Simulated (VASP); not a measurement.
# SiNi in VASP: single point with PBE

Aim: the single point of SiNi with PBE.

Everything below comes from runs of VASP 6.6.1. Logs are shortened: lines on timing, memory, paths and dates and some standing lists are left out, and cuts for length are marked.

### Step 1. The cell of the first run

The typed cell holds 8 atoms: a = 5.154 Å, b = 3.375 Å, c = 5.620 Å, α = 90.00°, β = 90.00°, γ = 90.00°.

### Step 2. Single point, PBE

File INCAR:

```
SYSTEM = SiNi
  PREC = Accurate
  ENCUT = 520
  EDIFF = 1E-6
  ISMEAR = 0
  SIGMA = 0.15
  LREAL = .False.
  LASPH = .True.
  NELM = 100
  ALGO = Normal
  ISIF = 2
  LWAVE = .False.
  LCHARG = .False.
  GGA = PE
  NBANDS = 38
```

File KPOINTS:

```
regular mesh
0
Gamma
  8 10 6
  0 0 0
```

File POSCAR:

```
SiNi
1.0
    5.1540864041      0.0000000000      0.0000000000
    0.0000000000      3.3754899928      0.0000000000
    0.0000000000      0.0000000000      5.6197139777
Si Ni
4 4
Direct
    0.3212188809      0.7500883189      0.0840950697
    0.1787768123      0.2499792888      0.5840382393
    0.8212241812      0.7500931506      0.4159239417
    0.6788137000      0.2499423122      0.9158766823
    0.0082327783      0.2500442540      0.1885284542
    0.4917004599      0.7497934792      0.6885194704
    0.5082901181      0.2500331879      0.3114793663
    0.9917430692      0.7500260085      0.8115387762
```

Potentials or basis: VASP PAW PBE potentials, release 64 (Si, Ni).

The run is started by

```console
cat potpaw_PBE.64/Si/POTCAR potpaw_PBE.64/Ni/POTCAR > POTCAR
mpirun -np 1 vasp_std > vasp.out
```

OUTCAR:

```text
SYSTEM = SiNi
   PREC = Accurate
   ENCUT = 520
   EDIFF = 1E-6
   ISMEAR = 0
   LREAL = .False.
   LASPH = .True.
   NELM = 100
   ISIF = 2
   GGA = PE

 ion  position               nearest neighbor table
   1  0.321  0.750  0.084-   8 2.29   7 2.33   7 2.33   6 2.39   5 2.41   5 2.41   4 2.67   4 2.67

   2  0.179  0.250  0.584-   7 2.29   8 2.33   8 2.33   5 2.39   6 2.41   6 2.41   3 2.67   3 2.67

   3  0.821  0.750  0.416-   6 2.29   5 2.33   5 2.33   8 2.39   7 2.41   7 2.41   2 2.67   2 2.67

   4  0.679  0.250  0.916-   5 2.29   6 2.33   6 2.33   7 2.39   8 2.41   8 2.41   1 2.67   1 2.67

   5  0.008  0.250  0.189-   4 2.29   3 2.33   3 2.33   2 2.39   1 2.41   1 2.41   7 2.67   7 2.67
                             8 2.71   8 2.71
   6  0.492  0.750  0.689-   3 2.29   4 2.33   4 2.33   1 2.39   2 2.41   2 2.41   8 2.67   8 2.67
                             7 2.71   7 2.71
   7  0.508  0.250  0.311-   2 2.29   1 2.33   1 2.33   4 2.39   3 2.41   3 2.41   5 2.67   5 2.67
                             6 2.71   6 2.71
   8  0.992  0.750  0.812-   1 2.29   2 2.33   2 2.33   3 2.39   4 2.41   4 2.41   6 2.67   6 2.67
                             5 2.71   5 2.71

  LATTYP: Found a simple orthorhombic cell.
 ALAT       =     3.3754899928
 B/A-ratio  =     1.5269150301
 C/A-ratio  =     1.6648587286

  Lattice vectors:

 A1 = (   0.0000000000,  -3.3754899928,   0.0000000000)
 A2 = (   5.1540864041,   0.0000000000,   0.0000000000)
 A3 = (   0.0000000000,   0.0000000000,   5.6197139777)

Analysis of symmetry for initial positions (statically):
=====================================================================
 Subroutine PRICEL returns:
 Original cell was already a primitive cell.

 Routine SETGRP: Setting up the symmetry group for a
 simple orthorhombic supercell.

 Subroutine GETGRP returns: Found  1 space group operations
 (whereof  1 operations were pure point group operations)
 out of a pool of  8 trial point group operations.

The static configuration has the point symmetry C_1 .

Analysis of symmetry for dynamics (positions and initial velocities):
=====================================================================
 Subroutine PRICEL returns:
 Original cell was already a primitive cell.

 Routine SETGRP: Setting up the symmetry group for a
 simple orthorhombic supercell.

 Subroutine GETGRP returns: Found  1 space group operations
 (whereof  1 operations were pure point group operations)
 out of a pool of  8 trial point group operations.

The dynamic configuration has the point symmetry C_1 .

 Subroutine INISYM returns: Found  1 space group operations
 (whereof  1 operations are pure point group operations),
 and found     1 'primitive' translations

----------------------------------------------------------------------------------------

                                     Primitive cell

  volume of cell :      97.7694

  direct lattice vectors                    reciprocal lattice vectors
     5.154086404  0.000000000  0.000000000     0.194020806  0.000000000  0.000000000
     0.000000000  3.375489993  0.000000000     0.000000000  0.296253285  0.000000000
     0.000000000  0.000000000  5.619713978     0.000000000  0.000000000  0.177944999

  length of vectors
     5.154086404  3.375489993  5.619713978     0.194020806  0.296253285  0.177944999

  position of ions in fractional coordinates (direct lattice)
     0.321218881  0.750088319  0.084095070
     0.178776812  0.249979289  0.584038239
     0.821224181  0.750093151  0.415923942
     0.678813700  0.249942312  0.915876682
     0.008232778  0.250044254  0.188528454
     0.491700460  0.749793479  0.688519470
     0.508290118  0.250033188  0.311479366
     0.991743069  0.750026009  0.811538776

  ion indices of the primitive-cell ions
   primitive index   ion index
                 1           1
                 2           2
                 3           3
                 4           4
                 5           5
                 6           6
                 7           7
                 8           8

----------------------------------------------------------------------------------------

 KPOINTS: regular mesh

Automatic generation of k-mesh.
 Grid dimensions read from file:
 generate k-points for:    8   10    6

 Generating k-lattice:

  Cartesian coordinates                     Fractional coordinates (reciprocal lattice)
     0.024252601  0.000000000  0.000000000     0.125000000  0.000000000  0.000000000
     0.000000000  0.029625329  0.000000000     0.000000000  0.100000000  0.000000000
     0.000000000  0.000000000  0.029657500     0.000000000  0.000000000  0.166666667

  Length of vectors
     0.024252601  0.029625329  0.029657500

  Shift w.r.t. Gamma in fractional coordinates (k-lattice)
     0.000000000  0.000000000  0.000000000

 Subroutine IBZKPT returns following result:
 ===========================================

 Found    244 irreducible k-points:

 Following reciprocal coordinates:
            Coordinates               Weight
  0.000000  0.000000  0.000000      1.000000
  0.125000  0.000000  0.000000      2.000000
  0.250000  0.000000  0.000000      2.000000
  0.375000  0.000000  0.000000      2.000000
  0.500000  0.000000  0.000000      1.000000
  0.000000  0.100000  0.000000      2.000000
[... 16 lines left out ...]
  0.125000  0.300000  0.000000      2.000000
 -0.125000  0.300000  0.000000      2.000000
 [... further k-points ...]
   k-points           NKPTS =    244   k-points in BZ     NKDIM =    244   number of bands    NBANDS=     38
   number of dos      NEDOS =    301   number of ions     NIONS =      8
   total plane-waves  NPLWV =  47040
   dimension x,y,z NGX =    40 NGY =   28 NGZ =   42
   dimension x,y,z NGXF=    80 NGYF=   56 NGZF=   84
   ions per type =               4   4
   NGX,Y,Z   is equivalent  to a cutoff of  12.90, 13.79, 12.42 a.u.
   NGXF,Y,Z  is equivalent  to a cutoff of  25.80, 27.58, 24.85 a.u.
 SYSTEM =  SiNi
   PREC   = accura    normal or accurate (medium, high low for compatibility)
   ISTART =      0    job   : 0-new  1-cont  2-samecut
   ICHARG =      2    charge: 1-file 2-atom 10-const
   ISPIN  =      1    spin polarized calculation?
   LNONCOLLINEAR =      F non collinear calculations
   LSORBIT =      F    spin-orbit coupling
   LASPH  =      T    aspherical Exc in radial PAW
   ENCUT  =  520.0 eV  38.22 Ry    6.18 a.u.   9.58  6.28 10.45*2*pi/ulx,y,z
   NELM   =    100;   NELMIN=  2; NELMDL= -5     # of ELM steps
   EDIFF  = 0.1E-05   stopping-criterion for ELM
   LREAL  =      F    real-space projection
   EDIFFG = 0.1E-04   stopping-criterion for IOM
   NSW    =      0    number of steps for IOM
   IBRION =     -1    ionic relax: 0-MD 1-quasi-New 2-CG
   NFREE  =      0    steps in history (QN), initial steepest desc. (CG)
   ISIF   =      2    stress and relaxation
   ISYM   =      2    0-nonsym 1-usesym 2-fastsym
   POTIM  = 0.5000    time-step for ionic-motion
   TEBEG  =    0.0;   TEEND  =   0.0 temperature during run
   PSTRESS=    0.0 pullay stress
   NELECT =      56.0000    total number of electrons
   NUPDOWN=      -1.0000    fix difference up-down
   EMIN   =  10.00;   EMAX   =-10.00  energy-range for DOS
   EFERMI =   0.00;   METHOD = LEGACY
   ISMEAR =     0;   SIGMA  =   0.15  broadening in eV -4-tet -1-fermi 0-gaus
   EFERMI_NEDOS =   21; number of points for ismear=-14 and -15
   IALGO  =     38    algorithm
   IMIX   =      4    mixing-type and parameters
     AMIX     =   0.40;   BMIX     =  1.00
     AMIX_MAG =   1.60;   BMIX_MAG =  1.00
  volume/ion in A,a.u.               =      12.22        82.47
  Fermi-wavevector in a.u.,A,eV,Ry     =   1.359575  2.569225 25.149621  1.848445
  Thomas-Fermi vector in A             =   2.486311
   LORBIT       =      0    0 simple, 1 ext, 2 COOP (PROOUT), +10 PAW based schemes
   GGA     = PE    functional components
   LHFCALC =     F    Hartree Fock is set to
   AEXX    =    0.0000 exact exchange contribution
   IVDW    =     0    specifies the selected vdW correction
   LEPSILON=     F    determine dielectric tensor
   LRPA    =     F    only Hartree local field effects (RPA)
 non-spin polarized calculation
 Gauss-broadening in eV      SIGMA  =   0.15
  energy-cutoff  :      520.00
  volume of cell :       97.77
 maximum number of plane-waves:      2672
 NGX is ok and might be reduce to    40
   NGX = 19   NGY = 13   NGZ = 21

 number of electron      55.9999990 magnetization

 Free energy of the ion-electron system (eV)
  ---------------------------------------------------
  ext. energy  EPLUGINS =         0.00000000
  ---------------------------------------------------
  free energy    TOTEN  =       -47.61331881 eV

  energy without entropy =      -47.59376844  energy(sigma->0) =      -47.60354362

 E-fermi :  10.3038     XC(G=0): -12.1673

 val. band max:       10.2837590890   @ k =  -0.1250   0.4000   0.0000
 cond. band min:      10.3271900590   @ k =   0.2500   0.5000   0.0000
 fundamental gap:      0.0434309699
 Fermi energy:        10.3037892367

 k-point     1 :       0.0000    0.0000    0.0000
  band No.  band energies     occupation
      1      -2.6192      2.00000
      2       0.7034      2.00000
      3       1.9845      2.00000
      4       2.5669      2.00000
      5       3.8645      2.00000
      6       4.3326      2.00000
[... 30 lines left out ...]
     37      16.5932      0.00000
     38      17.0061      0.00000

 k-point     2 :       0.1250    0.0000    0.0000
  band No.  band energies     occupation
      1      -2.5353      2.00000
      2       0.5386      2.00000
      3       2.0417      2.00000
      4       2.2556      2.00000
      5       4.2095      2.00000
      6       4.4179      2.00000
[... 30 lines left out ...]
     37      16.5623      0.00000
     38      16.5975      0.00000

 k-point     3 :       0.2500    0.0000    0.0000
  band No.  band energies     occupation
      1      -2.2857      2.00000
      2       0.0234      2.00000
      3       2.0517      2.00000
      4       2.1893      2.00000
      5       3.9377      2.00000
      6       4.9364      2.00000
[... 30 lines left out ...]
     37      15.6683      0.00000
     38      16.5837      0.00000

 k-point     4 :       0.3750    0.0000    0.0000
  band No.  band energies     occupation
      1      -1.8776      2.00000
      2      -0.6648      2.00000
      3       2.1263      2.00000
      4       2.3249      2.00000
      5       3.7494      2.00000
      6       4.3641      2.00000
[... 30 lines left out ...]
     37      15.6376      0.00000
     38      16.4857      0.00000
[... 703 lines left out ...]
      4       2.9679      2.00000
      5       3.9496      2.00000
      6       4.6472      2.00000
[... 30 lines left out ...]
     37      15.0328      0.00000
     38      16.1967      0.00000

 k-point    23 :       0.1250    0.3000    0.0000
  band No.  band energies     occupation
      1      -1.3996      2.00000
      2       1.4317      2.00000
      3       2.4679      2.00000
      4       2.8161      2.00000
      5       4.0407      2.00000
      6       4.8684      2.00000
[... 30 lines left out ...]
     37      15.4993      0.00000
     38      16.9034      0.00000

 k-point    24 :      -0.1250    0.3000    0.0000
  band No.  band energies     occupation
      1      -1.3996      2.00000
      2       1.4317      2.00000
      3       2.4680      2.00000
      4       2.8161      2.00000
      5       4.0407      2.00000
      6       4.8682      2.00000
[... 30 lines left out ...]
     37      15.4997      0.00000
     38      16.9032      0.00000

 [... further k-points ...]

------------------------ aborting loop because EDIFF is reached ----------------------------------------

  FORCE on cell =-STRESS in cart. coord.  units (eV):
  Direction    XX          YY          ZZ          XY          YZ          ZX
  --------------------------------------------------------------------------------------
  -------------------------------------------------------------------------------------
  Total        0.1076140     -0.1045903      0.0341694      0.0003137     -0.0012676      0.0023309
  in kB        1.7635040     -1.7139541      0.5599441      0.0051403     -0.0207733      0.0381972
  external PRESSURE =       0.2031646 kB  Pullay stress =       0.0000000 kB

 VOLUME and BASIS-vectors are now :
 -----------------------------------------------------------------------------
  energy-cutoff  :      520.00
  volume of cell :       97.77
      direct lattice vectors                 reciprocal lattice vectors
     5.154086404  0.000000000  0.000000000     0.194020806  0.000000000  0.000000000
     0.000000000  3.375489993  0.000000000     0.000000000  0.296253285  0.000000000
     0.000000000  0.000000000  5.619713978     0.000000000  0.000000000  0.177944999

 POSITION                                       TOTAL-FORCE (eV/Angst)
 -----------------------------------------------------------------------------------
      1.65559      2.53192      0.47259         0.000562     -0.001889      0.001958
      0.92143      0.84380      3.28213        -0.000177     -0.000217      0.004713
      4.23266      2.53193      2.33737        -0.001203     -0.002091     -0.000850
      3.49866      0.84368      5.14696        -0.001433     -0.000774     -0.000755
      0.04243      0.84402      1.05948         0.013040      0.000755     -0.002894
      2.53427      2.53092      3.86928        -0.009096      0.004925     -0.003107
      2.61977      0.84398      1.75042         0.009664      0.000063      0.002010
      5.11153      2.53171      4.56062        -0.011358     -0.000771     -0.001075
 -----------------------------------------------------------------------------------
    total drift:                               -0.000132      0.000007     -0.000157

  FREE ENERGIE OF THE ION-ELECTRON SYSTEM (eV)
  ---------------------------------------------------
  free  energy   TOTEN  =       -47.6133188058 eV

  energy  without entropy=      -47.5937684418  energy(sigma->0) =      -47.60354362
```

Wall time 30 min (1 thread of Intel Xeon 8259CL, shared host); peak memory 0.72 GiB.

Results:

```yaml
Free_energy: -47.6133 eV
Pressure: 0.0 GPa
Largest_force: 0.013 eV/Å
Band_gap_on_the_k_mesh: zero (bands 28 and 29 overlap by 1.80 eV)
```

Forces in eV/Å, atoms in the order of the input:
```
Si   0.001 -0.002  0.002
Si   0.000  0.000  0.005
Si  -0.001 -0.002 -0.001
Si  -0.001 -0.001 -0.001
Ni   0.013  0.001 -0.003
Ni  -0.009  0.005 -0.003
Ni   0.010  0.000  0.002
Ni  -0.011 -0.001 -0.001
```

Levels at points of the mesh, in eV from the Fermi level:
| k point | band 25 | band 26 | band 27 | band 28 | band 29 | band 30 | band 31 | band 32 |
| --- | --- | --- | --- | --- | --- | --- | --- | --- |
| (0.00, 0.00, 0.00) | -1.82 | -1.14 | -1.13 | -0.94 | 0.61 | 1.22 | 3.29 | 3.83 |
| (0.50, 0.00, 0.00) | -1.83 | -1.83 | 1.02 | 1.02 | 1.07 | 1.07 | 3.62 | 3.62 |
| (0.00, 0.50, 0.00) | -1.88 | -1.88 | -1.40 | -1.40 | -0.61 | -0.61 | 1.96 | 1.96 |
| (0.50, 0.50, 0.00) | -1.68 | -1.68 | -1.68 | -1.68 | 0.43 | 0.43 | 0.43 | 0.43 |
| (0.00, 0.00, 0.50) | -1.43 | -1.43 | -0.26 | -0.26 | 0.91 | 0.91 | 3.20 | 3.20 |
| (0.50, 0.00, 0.50) | -1.03 | -1.03 | 0.75 | 0.75 | 2.27 | 2.28 | 2.74 | 2.74 |
| (0.00, 0.50, 0.50) | -1.96 | -1.96 | -1.69 | -1.69 | 0.15 | 0.15 | 1.25 | 1.25 |
| (0.50, 0.50, 0.50) | -1.87 | -1.87 | -1.87 | -1.87 | 2.49 | 2.50 | 2.50 | 2.50 |

Spin polarisation is off, so any magnetic state and its effect on volume and gap are missing.

The gap in the log of VASP goes by the Fermi energy; the results here count the filled bands.